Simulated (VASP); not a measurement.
# BeS (F-43m) in VASP: further runs

The runs below take BeS through relaxation of cell and atoms, with PBEsol.

Program: VASP 6.6.1. These are calculated values, not measurements. Logs are shortened: lines on timing, memory, paths and dates and some standing lists are left out, and cuts for length are marked.

### 1 The cell of the first run

It takes space group F-43m (No. 216, cubic). Conventional cell: a = 4.838 Å, b = 4.838 Å, c = 4.838 Å, α = 90.00°, β = 90.00°, γ = 90.00°. Within 2.8 Å of Be (site symmetry -43m) lie 4 S at 2.09 Å. Within 2.8 Å of S (site symmetry -43m) lie 4 Be at 2.09 Å.

### 2 Relaxation of cell and atoms, PBEsol, target pressure 4 GPa, at which the enthalpy is minimised

Input file INCAR:

```
SYSTEM = BeS
ALGO = Normal
EDIFF = 1E-7
EDIFFG = -0.002
ENCUT = 600
GGA = PS
IBRION = 2
ISIF = 3
ISMEAR = 0
LASPH = .TRUE.
LCHARG = .FALSE.
LREAL = .FALSE.
LWAVE = .FALSE.
NELM = 100
NSW = 100
PREC = Accurate
PSTRESS = 40.0
SIGMA = 0.01
```

Input file KPOINTS:

```
k-points
0
G
  8 8 8
  0 0 0
```

Input file POSCAR:

```
BeS
1.0
    0.0000000000      2.4189639919      2.4189639919
    2.4189639919      0.0000000000      2.4189639919
    2.4189639919      2.4189639919      0.0000000000
Be S
1 1
Direct
    0.0000000000      0.0000000000      0.0000000000
    0.7500000000      0.7500000000      0.7500000000
```

Potentials or basis: VASP PAW PBE potentials, release 64 (Be, S).

On the command line:

```bash
cat potpaw_PBE.64/Be/POTCAR potpaw_PBE.64/S/POTCAR > POTCAR
mpirun -np 1 vasp_std > vasp.out
```

OUTCAR:

```text
SYSTEM = BeS
   EDIFF = 1E-7
   EDIFFG = -0.002
   ENCUT = 600
   GGA = PS
   IBRION = 2
   ISIF = 3
   ISMEAR = 0
   LASPH = .TRUE.
   LREAL = .FALSE.
   NELM = 100
   NSW = 100
   PREC = Accurate
   PSTRESS = 40.0

 ion  position               nearest neighbor table
   1  0.000  0.000  0.000-   2 2.09   2 2.09   2 2.09   2 2.09
   2  0.750  0.750  0.750-   1 2.09   1 2.09   1 2.09   1 2.09

  LATTYP: Found a face centered cubic cell.
 ALAT       =     4.8379279838

  Lattice vectors:

 A1 = (   0.0000000000,   2.4189639919,   2.4189639919)
 A2 = (   2.4189639919,   0.0000000000,   2.4189639919)
 A3 = (   2.4189639919,   2.4189639919,   0.0000000000)

Analysis of symmetry for initial positions (statically):
=====================================================================
 Subroutine PRICEL returns:
 Original cell was already a primitive cell.

 Routine SETGRP: Setting up the symmetry group for a
 face centered cubic supercell.

 Subroutine GETGRP returns: Found 24 space group operations
 (whereof 24 operations were pure point group operations)
 out of a pool of 48 trial point group operations.

The static configuration has the point symmetry T_d .

Analysis of symmetry for dynamics (positions and initial velocities):
=====================================================================
 Subroutine PRICEL returns:
 Original cell was already a primitive cell.

 Routine SETGRP: Setting up the symmetry group for a
 face centered cubic supercell.

 Subroutine GETGRP returns: Found 24 space group operations
 (whereof 24 operations were pure point group operations)
 out of a pool of 48 trial point group operations.

The dynamic configuration has the point symmetry T_d .

 Subroutine INISYM returns: Found 24 space group operations
 (whereof 24 operations are pure point group operations),
 and found     1 'primitive' translations

----------------------------------------------------------------------------------------

                                     Primitive cell

  volume of cell :      28.3086

  direct lattice vectors                    reciprocal lattice vectors
     0.000000000  2.418963992  2.418963992    -0.206700059  0.206700059  0.206700059
     2.418963992  0.000000000  2.418963992     0.206700059 -0.206700059  0.206700059
     2.418963992  2.418963992  0.000000000     0.206700059  0.206700059 -0.206700059

  length of vectors
     3.420931684  3.420931684  3.420931684     0.358015004  0.358015004  0.358015004

  position of ions in fractional coordinates (direct lattice)
     0.000000000  0.000000000  0.000000000
     0.750000000  0.750000000  0.750000000

  ion indices of the primitive-cell ions
   primitive index   ion index
                 1           1
                 2           2

----------------------------------------------------------------------------------------
[... 60 lines left out ...]
 SYSTEM =  BeS
   PREC   = accura    normal or accurate (medium, high low for compatibility)
   ISTART =      0    job   : 0-new  1-cont  2-samecut
   ICHARG =      2    charge: 1-file 2-atom 10-const
   ISPIN  =      1    spin polarized calculation?
   LNONCOLLINEAR =      F non collinear calculations
   LSORBIT =      F    spin-orbit coupling
   LASPH  =      T    aspherical Exc in radial PAW
   ENCUT  =  600.0 eV  44.10 Ry    6.64 a.u.   6.83  6.83  6.83*2*pi/ulx,y,z
   NELM   =    100;   NELMIN=  2; NELMDL= -5     # of ELM steps
   EDIFF  = 0.1E-06   stopping-criterion for ELM
   LREAL  =      F    real-space projection
   EDIFFG = -.2E-02   stopping-criterion for IOM
   NSW    =    100    number of steps for IOM
   IBRION =      2    ionic relax: 0-MD 1-quasi-New 2-CG
   NFREE  =      1    steps in history (QN), initial steepest desc. (CG)
   ISIF   =      3    stress and relaxation
   ISYM   =      2    0-nonsym 1-usesym 2-fastsym
   POTIM  = 0.5000    time-step for ionic-motion
   TEBEG  =    0.0;   TEEND  =   0.0 temperature during run
   PSTRESS=   40.0 pullay stress
   NELECT =       8.0000    total number of electrons
   NUPDOWN=      -1.0000    fix difference up-down
   EMIN   =  10.00;   EMAX   =-10.00  energy-range for DOS
   EFERMI =   0.00;   METHOD = LEGACY
   ISMEAR =     0;   SIGMA  =   0.01  broadening in eV -4-tet -1-fermi 0-gaus
   EFERMI_NEDOS =   21; number of points for ismear=-14 and -15
   IALGO  =     38    algorithm
   IMIX   =      4    mixing-type and parameters
     AMIX     =   0.40;   BMIX     =  1.00
     AMIX_MAG =   1.60;   BMIX_MAG =  1.00
  volume/ion in A,a.u.               =      14.15        95.52
  Fermi-wavevector in a.u.,A,eV,Ry     =   1.074316  2.030163 15.703234  1.154155
  Thomas-Fermi vector in A             =   2.210141
   LORBIT       =      0    0 simple, 1 ext, 2 COOP (PROOUT), +10 PAW based schemes
   GGA     = PS    functional components
   LHFCALC =     F    Hartree Fock is set to
   AEXX    =    0.0000 exact exchange contribution
   IVDW    =     0    specifies the selected vdW correction
   LEPSILON=     F    determine dielectric tensor
   LRPA    =     F    only Hartree local field effects (RPA)
 conjugate gradient relaxation of ions
 non-spin polarized calculation
 Gauss-broadening in eV      SIGMA  =   0.01
  energy-cutoff  :      600.00
  volume of cell :       28.31
 maximum number of plane-waves:       960
   NGX = 13   NGY = 13   NGZ = 13

--------------------------------------- Ionic step        1  -------------------------------------------

 number of electron       8.0000000 magnetization

 Free energy of the ion-electron system (eV)
  ---------------------------------------------------
  ext. energy  EPLUGINS =         0.00000000
  ---------------------------------------------------
  free energy    TOTEN  =       -10.56434969 eV

  energy without entropy =      -10.56434969  energy(sigma->0) =      -10.56434969

 E-fermi :   4.3393     XC(G=0):  -9.9316

 val. band max:        4.2219247208   @ k =   0.0000   0.0000   0.0000
 cond. band min:       7.1331095511   @ k =   0.5000   0.5000   0.0000
 fundamental gap:      2.9111848303
 Fermi energy:         4.3393316272

 k-point     1 :       0.0000    0.0000    0.0000
  band No.  band energies     occupation
      1      -9.5464      2.00000
      2       4.2219      2.00000
      3       4.2219      2.00000
      4       4.2219      2.00000
      5       9.8284      0.00000
      6       9.8284      0.00000
      7       9.8284      0.00000
      8       9.9911      0.00000
[... 328 lines left out ...]
--------------------------------------- Ionic step        3  -------------------------------------------

 number of electron       8.0000001 magnetization

 Free energy of the ion-electron system (eV)
  ---------------------------------------------------
  ext. energy  EPLUGINS =         0.00000000
  ---------------------------------------------------
  free energy    TOTEN  =       -10.55141276 eV

  energy without entropy =      -10.55141276  energy(sigma->0) =      -10.55141276

 E-fermi :   4.6742     XC(G=0): -10.0817

 val. band max:        4.6109662760   @ k =   0.0000   0.0000   0.0000
 cond. band min:       7.4358758861   @ k =   0.5000   0.5000   0.0000
 fundamental gap:      2.8249096101
 Fermi energy:         4.6742198832

 k-point     1 :       0.0000    0.0000    0.0000
  band No.  band energies     occupation
      1      -9.4128      2.00000
      2       4.6110      2.00000
      3       4.6110      2.00000
      4       4.6110      2.00000
      5      10.1964      0.00000
      6      10.1964      0.00000
      7      10.1964      0.00000
      8      10.6914      0.00000
[... 286 lines left out ...]
  energy  without entropy=      -10.5514127556  energy(sigma->0) =      -10.55141276

  enthalpy is  TOTEN    =        -9.8700048505 eV   P V=        0.6814079051

 reached required accuracy - stopping structural energy minimisation
```

Run time: 12 s. Hardware: 1 thread of AMD EPYC 9R45 (Zen 5), shared host; peak memory 0.12 GiB.

What came out:

```yaml
Free_energy: -10.5514 eV
Relaxed_volume: 13.65 Å³/atom
Relaxed_cell: a = 3.380 Å, b = 3.380 Å, c = 3.380 Å, α = 60.00°, β = 60.00°, γ = 60.00°
Space_group_after_relaxing_to_0.05_Å: F-43m (No. 216)
Energy_change_on_relaxing_the_enthalpy_is_what_falls: +6.5 meV/atom
Ionic_steps: 3
Pressure_after_relaxing: 4.0 GPa
Band_gap_on_the_k_mesh: 2.82 eV, indirect (least direct gap 5.59 eV)
```

Step by step:
```tsv
step	energy change (eV)	largest force (eV/Å)	pressure (GPa)	volume (Å³)
1	0.0000	0.0000	0.19	28.31
2	0.0229	0.0000	5.44	26.95
3	0.0129	0.0000	4.01	27.29
```

Final structure:
```
Be S
1.0
     0.00000    2.38970    2.38970
     2.38970    0.00000    2.38970
     2.38970    2.38970    0.00000
Be S
1 1
Direct
  0.00000 0.00000 0.00000
  0.75000 0.75000 0.75000
```

Caveat: the cell is relaxed towards a set pressure, so the enthalpy falls and the energy may rise; the PAW data sets were made with another functional, which shifts forces and pressure a little.

### 3 Relaxation of cell and atoms, PBEsol, target pressure 7 GPa, at which the enthalpy is minimised

Input file INCAR:

```
PREC = Accurate ; ENCUT = 600
EDIFF = 1E-6 ; ISMEAR = 0
SIGMA = 0.01 ; LREAL = False
LASPH = True ; NELM = 60
ALGO = Normal ; ISIF = 3
LWAVE = False ; LCHARG = False
GGA = PS ; IBRION = 2
NSW = 100 ; EDIFFG = -0.002
PSTRESS = 70.0
```

Input file KPOINTS:

```
Automatic mesh
0
Gamma
  8 8 8
```

POSCAR is that of step 2.

Potentials or basis: VASP PAW PBE potentials, release 64 (Be, S).

On the command line:

```bash
cat potpaw_PBE.64/Be/POTCAR potpaw_PBE.64/S/POTCAR > POTCAR
mpirun -np 1 vasp_std > vasp.out
```

Run time: 12 s. Hardware: 1 thread of AMD EPYC 9R45 (Zen 5), shared host; peak memory 0.12 GiB.

The run converged. Its results:

```yaml
Free_energy: -10.5278 eV
Relaxed_volume: 13.30 Å³/atom
Relaxed_cell: a = 3.351 Å, b = 3.351 Å, c = 3.351 Å, α = 60.00°, β = 60.00°, γ = 60.00°
Space_group_after_relaxing_to_0.05_Å: F-43m (No. 216)
Energy_change_on_relaxing_the_enthalpy_is_what_falls: +18.3 meV/atom
Ionic_steps: 3
Pressure_after_relaxing: 7.0 GPa
Band_gap_on_the_k_mesh: 2.76 eV, indirect (least direct gap 5.57 eV)
```

Step by step:
```
step  energy change (eV)  largest force (eV/Å)  pressure (GPa)  volume (Å³)
   1              0.0000                0.0000            0.19        28.31
   2              0.0736                0.0000           10.36        25.92
   3              0.0366                0.0000            7.00        26.60
```

Final structure:
```
Be S
1.0
     0.00000    2.36935    2.36935
     2.36935    0.00000    2.36935
     2.36935    2.36935    0.00000
Be S
1 1
Direct
  0.00000 0.00000 0.00000
  0.75000 0.75000 0.75000
```

Levels at points of the mesh, in eV from the valence-band top:
| k point | band 2 | band 3 | band 4 | band 5 | band 6 | band 7 |
| --- | --- | --- | --- | --- | --- | --- |
| (0.00, 0.00, 0.00) | 0.00 | 0.00 | 0.00 | 5.57 | 5.57 | 5.57 |
| (0.50, 0.00, 0.00) | -6.33 | -1.14 | -1.14 | 5.63 | 6.45 | 6.45 |
| (0.50, 0.50, 0.00) | -5.44 | -2.93 | -2.93 | 2.76 | 4.74 | 13.31 |

Caveat: the cell is relaxed towards a set pressure, so the enthalpy falls and the energy may rise; the PAW data sets were made with another functional, which shifts forces and pressure a little. As with any semilocal functional, this PBEsol gap is likely too small.
